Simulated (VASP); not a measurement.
A run of VASP 6.6.1:

INCAR

```
ALGO = Normal
EDIFF = 1E-6
ENCUT = 520
GGA = PE
ISIF = 2
ISMEAR = 0
LASPH = T
LCHARG = T
LELF = T
LREAL = F
LVHAR = T
LWAVE = F
NBANDS = 10
NELM = 60
PREC = Accurate
SIGMA = 0.1
```

The input KPOINTS:

```
k-points
0
Gamma
  8 8 8
```

The input POSCAR:

```
Ir
1.0
    0.0000000000      1.9380596430      1.9380596430
    1.9380596430      0.0000000000      1.9380596430
    1.9380596430      1.9380596430      0.0000000000
Ir
1
Direct
    0.0000000000      0.0000000000      0.0000000000
```

Potentials or basis: VASP PAW PBE potentials, release 64 (Ir).

Command:

```console
$ cat potpaw_PBE.64/Ir/POTCAR > POTCAR
$ mpirun -np 1 vasp_std > vasp.out
```

Hardware: 1 thread of AMD EPYC 7R43 64-Core Processor (Zen 3), with other jobs on the host.

Estimate the wall time of this run.

Run time: 4.3 s on 1 thread of AMD EPYC 7R43 64-Core Processor (Zen 3), on a shared host, peak memory 0.09 GiB. Counts: scf iterations 11, k points 29.
